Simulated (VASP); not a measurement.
A run of VASP 6.6.1:

Contents of INCAR:

```
SYSTEM = MgO
PREC = Accurate
ENCUT = 520
EDIFF = 1E-6
ISMEAR = 0
SIGMA = 0.05
LREAL = .FALSE.
LASPH = .TRUE.
NELM = 100
ALGO = Normal
ISIF = 2
LWAVE = .FALSE.
LCHARG = .TRUE.
GGA = PE
LELF = .TRUE.
LVHAR = .TRUE.
NBANDS = 11
```

The input KPOINTS:

```
regular mesh
0
G
  10 10 10
  0 0 0
```

File POSCAR:

```
MgO
1.0
    0.0000000000      2.1351500000      2.1351500000
    2.1351500000      0.0000000000      2.1351500000
    2.1351500000      2.1351500000      0.0000000000
Mg O
1 1
Direct
    0.0000000000      0.0000000000      0.0000000000
    0.4882912208      0.4882912208      0.5117087792
```

Potentials or basis: VASP PAW PBE potentials, release 64 (Mg, O).

Launch:

```console
$ cat potpaw_PBE.64/Mg/POTCAR potpaw_PBE.64/O/POTCAR > POTCAR
$ mpirun -np 1 vasp_std > vasp.out
```

Hardware: 1 thread of Intel(R) Xeon(R) 6975P-C (Granite Rapids), on a shared host.

Task: Estimate the wall time of this run.

Result: Wall time 14 s on 1 thread of Intel(R) Xeon(R) 6975P-C (Granite Rapids), on a shared host, peak memory 0.15 GiB. Counts: scf iterations 12, k points 102.
